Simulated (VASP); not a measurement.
Here is a VASP 6.6.1 calculation.

The input INCAR:

```
SYSTEM = W
PREC = Accurate
ENCUT = 520
EDIFF = 1E-7
ISMEAR = 0
SIGMA = 0.15
LREAL = .False.
LASPH = .True.
NELM = 60
ALGO = Fast
ISIF = 2
LWAVE = .False.
LCHARG = .False.
GGA = PE
NBANDS = 13
```

Contents of KPOINTS:

```
Automatic mesh
0
Gamma
  20 20 20
  0 0 0
```

Contents of POSCAR:

```
W
1.0
   -1.6611920000      1.6611920000      1.5973000000
    1.6611920000     -1.6611920000      1.5973000000
    1.6611920000      1.6611920000     -1.5973000000
W
1
Direct
    0.0000000000      0.0000000000      0.0000000000
```

Potentials or basis: VASP PAW PBE potentials, release 64 (W_sv).

The run is started by

```sh
$ cat potpaw_PBE.64/W_sv/POTCAR > POTCAR
$ mpirun -np 1 vasp_std > vasp.out
```

Question: Predict the pressure.

Answer: -21.9 GPa.

Question: Estimate the band gap on the k mesh.

Answer: Zero (band 7 reaches 14.35 eV, above the bottom of band 8 at 8.97 eV).

Stress tensor (GPa, compression positive):
```
-25.37   0.00   0.00
  0.00 -25.37   0.00
  0.00   0.00 -14.87
```

Caveat: the cell differs from its parent crystal (strain +0.040 along x and y, +0.000 along z); spin-orbit coupling is left out, which moves the levels of the heavy elements.
